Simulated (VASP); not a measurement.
# Mg7Se (I422) in VASP: relaxation of cell and atoms with PBE

Aim: the relaxation of cell and atoms of Mg7Se with PBE.

Everything below comes from runs of VASP 6.6.1. Logs are shortened: lines on timing, memory, paths and dates and some standing lists are left out, and cuts for length are marked.

**1. The cell of the first run**

The structure is tetragonal, space group I422 (No. 97). Conventional cell: a = 8.068 Å, b = 8.068 Å, c = 5.377 Å, α = 90.00°, β = 90.00°, γ = 90.00°. Mg (site symmetry 2) has 8 Mg at 2.70 to 3.63 Å and 2 Se at 3.20 Å within 3.7 Å. Within 3.7 Å of Mg (site symmetry 222) lie 10 Mg at 2.69 to 3.63 Å. Within 3.5 Å of Mg (site symmetry 422) lie 2 Se at 2.69 Å and 8 Mg at 3.20 Å. Within 3.5 Å of Se (site symmetry 422) lie 10 Mg at 2.69 to 3.20 Å.

The cell was built from a structure type or drawn by symmetry, and may not be a known phase.

**2. Relaxation of cell and atoms, PBE**

File INCAR:

```
SYSTEM = Mg7Se
PREC = Accurate
ENCUT = 600
EDIFF = 1E-6
ISMEAR = 0
SIGMA = 0.2
LREAL = .False.
LASPH = .True.
NELM = 80
ALGO = Normal
ISIF = 3
LWAVE = .False.
LCHARG = .False.
GGA = PE
IBRION = 2
NSW = 36
EDIFFG = -0.08
```

File KPOINTS:

```
regular mesh
0
Gamma
  4 4 4
  0 0 0
```

File POSCAR:

```
Mg7Se
1.0
   -4.0338502700      4.0338502700      2.6886379100
    4.0338502700     -4.0338502700      2.6886379100
    4.0338502700      4.0338502700     -2.6886379100
Mg Se
7 1
Direct
    0.5452174100      0.0452174100      0.0904348200
    0.9547825900      0.4547825900      0.9095651800
    0.0452174100      0.9547825900      0.5000000000
    0.4547825900      0.5452174100      0.5000000000
    0.5000000000      0.0000000000      0.5000000000
    0.0000000000      0.5000000000      0.5000000000
    0.5000000000      0.5000000000      0.0000000000
    0.0000000000      0.0000000000      0.0000000000
```

Potentials or basis: VASP PAW PBE potentials, release 64 (Mg, Se).

On the command line:

```console
> cat potpaw_PBE.64/Mg/POTCAR potpaw_PBE.64/Se/POTCAR > POTCAR
> mpirun -np 1 vasp_std > vasp.out
```

OUTCAR:

```text
SYSTEM = Mg7Se
   PREC = Accurate
   ENCUT = 600
   EDIFF = 1E-6
   ISMEAR = 0
   LREAL = .False.
   LASPH = .True.
   NELM = 80
   ISIF = 3
   GGA = PE
   IBRION = 2
   NSW = 36
   EDIFFG = -0.08

 ion  position               nearest neighbor table
   1  0.545  0.045  0.090-   5 2.70   6 2.70   2 2.88   2 2.88   8 3.20   7 3.20   8 3.20   7 3.20
                             5 3.63   6 3.63
   2  0.955  0.455  0.910-   5 2.70   6 2.70   1 2.88   1 2.88   8 3.20   7 3.20   7 3.20   8 3.20
                             6 3.63   5 3.63
   3  0.045  0.955  0.500-   5 2.70   6 2.70   4 2.88   4 2.88   8 3.20   8 3.20   7 3.20   7 3.20
                             5 3.63   6 3.63
   4  0.455  0.545  0.500-   5 2.70   6 2.70   3 2.88   3 2.88   7 3.20   7 3.20   8 3.20   8 3.20
                             5 3.63   6 3.63
   5  0.500  0.000  0.500-   6 2.69   6 2.69   3 2.70   4 2.70   1 2.70   2 2.70   3 3.63   4 3.63
                             1 3.63   2 3.63
   6  0.000  0.500  0.500-   5 2.69   5 2.69   3 2.70   4 2.70   1 2.70   2 2.70   2 3.63   3 3.63
                             4 3.63   1 3.63
   7  0.500  0.500  0.000-   8 2.69   8 2.69   1 3.20   2 3.20   4 3.20   3 3.20   4 3.20   3 3.20
                             2 3.20   1 3.20
   8  0.000  0.000  0.000-   7 2.69   7 2.69   1 3.20   2 3.20   3 3.20   1 3.20   3 3.20   2 3.20
                             4 3.20   4 3.20

  LATTYP: Found a body centered tetragonal cell.
 ALAT       =     8.0677005400
 C/A-ratio  =     0.6665190153

  Lattice vectors:

 A1 = (  -4.0338502700,   4.0338502700,   2.6886379100)
 A2 = (   4.0338502700,  -4.0338502700,   2.6886379100)
 A3 = (   4.0338502700,   4.0338502700,  -2.6886379100)

Analysis of symmetry for initial positions (statically):
=====================================================================
 Subroutine PRICEL returns:
 Original cell was already a primitive cell.

 Routine SETGRP: Setting up the symmetry group for a
 body centered tetragonal supercell.

 Subroutine GETGRP returns: Found  8 space group operations
 (whereof  8 operations were pure point group operations)
 out of a pool of 16 trial point group operations.

The static configuration has the point symmetry D_4 .

Analysis of symmetry for dynamics (positions and initial velocities):
=====================================================================
 Subroutine PRICEL returns:
 Original cell was already a primitive cell.

 Routine SETGRP: Setting up the symmetry group for a
 body centered tetragonal supercell.

 Subroutine GETGRP returns: Found  8 space group operations
 (whereof  8 operations were pure point group operations)
 out of a pool of 16 trial point group operations.

The dynamic configuration has the point symmetry D_4 .

 Subroutine INISYM returns: Found  8 space group operations
 (whereof  8 operations are pure point group operations),
 and found     1 'primitive' translations

----------------------------------------------------------------------------------------

                                     Primitive cell

  volume of cell :     174.9975

  direct lattice vectors                    reciprocal lattice vectors
    -4.033850270  4.033850270  2.688637910     0.000000000  0.123951056  0.185967771
     4.033850270 -4.033850270  2.688637910     0.123951056  0.000000000  0.185967771
     4.033850270  4.033850270 -2.688637910     0.123951056  0.123951056  0.000000000

  length of vectors
     6.306557683  6.306557683  6.306557683     0.223490215  0.223490215  0.175293264

  position of ions in fractional coordinates (direct lattice)
     0.545217410  0.045217410  0.090434820
     0.954782590  0.454782590  0.909565180
     0.045217410  0.954782590  0.500000000
     0.454782590  0.545217410  0.500000000
     0.500000000  0.000000000  0.500000000
     0.000000000  0.500000000  0.500000000
     0.500000000  0.500000000  0.000000000
     0.000000000  0.000000000  0.000000000

  ion indices of the primitive-cell ions
   primitive index   ion index
                 1           1
                 2           2
                 3           3
                 4           4
                 5           5
                 6           6
                 7           7
                 8           8

----------------------------------------------------------------------------------------

 KPOINTS: regular mesh

Automatic generation of k-mesh.
 Grid dimensions read from file:
 generate k-points for:    4    4    4

 Generating k-lattice:

  Cartesian coordinates                     Fractional coordinates (reciprocal lattice)
     0.000000000  0.030987764  0.046491943     0.250000000  0.000000000  0.000000000
     0.030987764  0.000000000  0.046491943     0.000000000  0.250000000  0.000000000
     0.030987764  0.030987764  0.000000000     0.000000000  0.000000000  0.250000000

  Length of vectors
     0.055872554  0.055872554  0.043823316

  Shift w.r.t. Gamma in fractional coordinates (k-lattice)
     0.000000000  0.000000000  0.000000000

 Subroutine IBZKPT returns following result:
 ===========================================

 Found     13 irreducible k-points:

 Following reciprocal coordinates:
            Coordinates               Weight
  0.000000  0.000000  0.000000      1.000000
  0.250000  0.000000  0.000000      8.000000
  0.500000  0.000000  0.000000      4.000000
  0.250000  0.250000  0.000000      8.000000
  0.500000  0.250000  0.000000     16.000000
 -0.250000  0.250000  0.000000      4.000000
  0.500000  0.500000  0.000000      2.000000
  0.250000  0.250000  0.250000      2.000000
 -0.250000  0.250000  0.250000      4.000000
  0.500000  0.500000  0.250000      4.000000
 -0.250000  0.500000  0.250000      8.000000
 -0.250000 -0.250000  0.250000      2.000000
  0.500000  0.500000  0.500000      1.000000
   k-points           NKPTS =     13   k-points in BZ     NKDIM =     13   number of bands    NBANDS=     15
   number of dos      NEDOS =    301   number of ions     NIONS =      8
   total plane-waves  NPLWV = 125000
   dimension x,y,z NGX =    50 NGY =   50 NGZ =   50
   dimension x,y,z NGXF=   100 NGYF=  100 NGZF=  100
   ions per type =               7   1
   NGX,Y,Z   is equivalent  to a cutoff of  13.18, 13.18, 13.18 a.u.
   NGXF,Y,Z  is equivalent  to a cutoff of  26.36, 26.36, 26.36 a.u.
 SYSTEM =  Mg7Se
   PREC   = accura    normal or accurate (medium, high low for compatibility)
   ISTART =      0    job   : 0-new  1-cont  2-samecut
   ICHARG =      2    charge: 1-file 2-atom 10-const
   ISPIN  =      1    spin polarized calculation?
   LNONCOLLINEAR =      F non collinear calculations
   LSORBIT =      F    spin-orbit coupling
   LASPH  =      T    aspherical Exc in radial PAW
   ENCUT  =  600.0 eV  44.10 Ry    6.64 a.u.  12.60 12.60 12.60*2*pi/ulx,y,z
   NELM   =     80;   NELMIN=  2; NELMDL= -5     # of ELM steps
   EDIFF  = 0.1E-05   stopping-criterion for ELM
   LREAL  =      F    real-space projection
   EDIFFG = -.8E-01   stopping-criterion for IOM
   NSW    =     36    number of steps for IOM
   IBRION =      2    ionic relax: 0-MD 1-quasi-New 2-CG
   NFREE  =      1    steps in history (QN), initial steepest desc. (CG)
   ISIF   =      3    stress and relaxation
   ISYM   =      2    0-nonsym 1-usesym 2-fastsym
   POTIM  = 0.5000    time-step for ionic-motion
   TEBEG  =    0.0;   TEEND  =   0.0 temperature during run
   PSTRESS=    0.0 pullay stress
   NELECT =      20.0000    total number of electrons
   NUPDOWN=      -1.0000    fix difference up-down
   EMIN   =  10.00;   EMAX   =-10.00  energy-range for DOS
   EFERMI =   0.00;   METHOD = LEGACY
   ISMEAR =     0;   SIGMA  =   0.20  broadening in eV -4-tet -1-fermi 0-gaus
   EFERMI_NEDOS =   21; number of points for ismear=-14 and -15
   IALGO  =     38    algorithm
   IMIX   =      4    mixing-type and parameters
     AMIX     =   0.40;   BMIX     =  1.00
     AMIX_MAG =   1.60;   BMIX_MAG =  1.00
  volume/ion in A,a.u.               =      21.87       147.62
  Fermi-wavevector in a.u.,A,eV,Ry     =   0.794464  1.501319  8.587630  0.631173
  Thomas-Fermi vector in A             =   1.900601
   LORBIT       =      0    0 simple, 1 ext, 2 COOP (PROOUT), +10 PAW based schemes
   GGA     = PE    functional components
   LHFCALC =     F    Hartree Fock is set to
   AEXX    =    0.0000 exact exchange contribution
   IVDW    =     0    specifies the selected vdW correction
   LEPSILON=     F    determine dielectric tensor
   LRPA    =     F    only Hartree local field effects (RPA)
 conjugate gradient relaxation of ions
 non-spin polarized calculation
 Gauss-broadening in eV      SIGMA  =   0.20
  energy-cutoff  :      600.00
  volume of cell :      175.00
 maximum number of plane-waves:      5876
   NGX = 25   NGY = 25   NGZ = 25

--------------------------------------- Ionic step        1  -------------------------------------------

 number of electron      20.0000000 magnetization

 Free energy of the ion-electron system (eV)
  ---------------------------------------------------
  ext. energy  EPLUGINS =         0.00000000
  ---------------------------------------------------
  free energy    TOTEN  =       -12.65769904 eV

  energy without entropy =      -12.57568779  energy(sigma->0) =      -12.61669342

------------------------ aborting loop because EDIFF is reached ----------------------------------------

  FORCE on cell =-STRESS in cart. coord.  units (eV):
  Direction    XX          YY          ZZ          XY          YZ          ZX
  --------------------------------------------------------------------------------------
  -------------------------------------------------------------------------------------
  Total        3.9417410      3.9417410     13.9657177      0.0000000     -0.0000000      0.0000000
  in kB       36.0883324     36.0883324    127.8621448      0.0000000     -0.0000000      0.0000000
  external PRESSURE =      66.6796032 kB  Pullay stress =       0.0000000 kB
[... 107 lines left out ...]
  FREE ENERGIE OF THE ION-ELECTRON SYSTEM (eV)
  ---------------------------------------------------
  free  energy   TOTEN  =       -13.7424616020 eV

  energy  without entropy=      -13.6612918945  energy(sigma->0) =      -13.70187675

[... ionic steps 4 to 8 ...]

--------------------------------------- Ionic step        9  -------------------------------------------

 number of electron      20.0000000 magnetization

------------------------ aborting loop because EDIFF is reached ----------------------------------------

  FORCE on cell =-STRESS in cart. coord.  units (eV):
  Direction    XX          YY          ZZ          XY          YZ          ZX
  --------------------------------------------------------------------------------------
  -------------------------------------------------------------------------------------
  Total        2.1940825      2.1940825      2.0670331      0.0000000      0.0000000      0.0000000
  in kB       20.2856218     20.2856218     19.1109728      0.0000000      0.0000000      0.0000000
  external PRESSURE =      19.8940721 kB  Pullay stress =       0.0000000 kB
[... 69 lines left out ...]
  energy  without entropy=      -14.6571991936  energy(sigma->0) =      -14.69603992

--------------------------------------- Ionic step       11  -------------------------------------------

 number of electron      19.9999999 magnetization

 Free energy of the ion-electron system (eV)
  ---------------------------------------------------
  ext. energy  EPLUGINS =         0.00000000
  ---------------------------------------------------
  free energy    TOTEN  =       -14.74480524 eV

  energy without entropy =      -14.66828439  energy(sigma->0) =      -14.70654481

 E-fermi :   3.2820     XC(G=0):  -8.7067

 val. band max:        3.2740810350   @ k =  -0.2500   0.2500   0.2500
 cond. band min:       3.2846112557   @ k =  -0.2500   0.2500   0.0000
 fundamental gap:      0.0105302207
 Fermi energy:         3.2819669029

 k-point     1 :       0.0000    0.0000    0.0000
  band No.  band energies     occupation
      1     -10.1086      2.00000
      2      -2.9554      2.00000
      3      -0.9351      2.00000
      4      -0.9100      2.00000
      5      -0.9100      2.00000
      6       1.3312      2.00000
      7       1.5363      2.00000
      8       1.5363      2.00000
      9       1.8130      2.00000
     10       1.8989      2.00000
     11       2.6541      1.99999
     12       2.6541      1.99999
     13       2.6943      1.99997
     14       4.3052      0.00000
     15       4.3052      0.00000
[... 249 lines left out ...]
  FREE ENERGIE OF THE ION-ELECTRON SYSTEM (eV)
  ---------------------------------------------------
  free  energy   TOTEN  =       -14.7448052376 eV

  energy  without entropy=      -14.6682843914  energy(sigma->0) =      -14.70654481

 reached required accuracy - stopping structural energy minimisation
```

Run time: 4.8 min. Hardware: 1 thread of Intel Xeon 6975P-C (Granite Rapids), shared host; peak memory 0.37 GiB.

Results:

```
Free energy                           : -14.7448 eV
Relaxed volume                        : 22.56 Å³/atom
Relaxed cell                          : a = 6.206 Å, b = 6.206 Å, c = 6.206 Å, α = 105.14°, β = 105.14°, γ = 118.53°
Space group after relaxing (to 0.1 Å) : I4/mmm (No. 139)
Energy gained by relaxing             : 260.9 meV/atom
Ionic steps                           : 11
Pressure after relaxing               : 0.2 GPa
Largest force after relaxing          : 0.008 eV/Å
Band gap on the k mesh                : zero (bands 10 and 11 overlap by 0.83 eV)
```

Forces in eV/Å, atoms in the order of the input:
```
Mg  -0.006 -0.006  0.000
Mg   0.006  0.006  0.000
Mg   0.006 -0.006  0.000
Mg  -0.006  0.006  0.000
Mg   0.000  0.000  0.000
Mg   0.000  0.000  0.000
Mg   0.000  0.000  0.000
Se   0.000  0.000  0.000
```

Stress tensor (GPa, compression positive):
```
 0.38  0.00  0.00
 0.00  0.38  0.00
 0.00  0.00 -0.31
```

Step by step:
```csv
step,energy change (eV),largest force (eV/Å),pressure (GPa),volume (Å³)
1,0.0000,1.4340,6.67,175.00
2,-1.0159,0.9592,-0.08,198.86
3,-1.0848,0.7844,-1.98,209.93
4,-1.0861,0.8096,-1.72,208.21
5,-1.3176,0.7402,-1.52,203.08
6,-1.8534,0.5151,-0.39,187.91
7,-1.6074,0.3756,6.38,158.66
8,-2.0012,0.3510,1.18,177.39
9,-2.0119,0.2383,1.99,173.29
10,-2.0772,0.0702,-0.44,183.33
11,-2.0871,0.0078,0.15,180.51
```

Final structure:
```
Mg Se
1.0
    -3.77195    3.77195    3.17181
     3.77195   -3.77195    3.17181
     3.77195    3.77195   -3.17181
Mg Se
7 1
Direct
  0.50025 0.00025 0.00050
  0.99975 0.49975 0.99950
  0.00025 0.99975 0.50000
  0.49975 0.50025 0.50000
  0.50000 0.00000 0.50000
  0.00000 0.50000 0.50000
  0.50000 0.50000 0.00000
  0.00000 0.00000 0.00000
```

Levels at points of the mesh, in eV from the Fermi level:
| k point | band 6 | band 7 | band 8 | band 9 | band 10 | band 11 | band 12 | band 13 | band 14 | band 15 |
| --- | --- | --- | --- | --- | --- | --- | --- | --- | --- | --- |
| (0.00, 0.00, 0.00) | -1.95 | -1.75 | -1.75 | -1.47 | -1.38 | -0.63 | -0.63 | -0.59 | 1.02 | 1.02 |
| (0.50, 0.00, 0.00) | -3.09 | -2.33 | -1.56 | -1.35 | 0.03 | 0.14 | 1.05 | 1.61 | 1.81 | 2.18 |
| (0.50, 0.50, 0.00) | -2.44 | -2.31 | -1.90 | -1.53 | -0.97 | 0.12 | 1.04 | 1.10 | 2.39 | 2.41 |
| (0.50, 0.50, 0.50) | -3.92 | -1.41 | -1.41 | -1.29 | -0.68 | 0.76 | 1.22 | 1.22 | 2.69 | 2.69 |
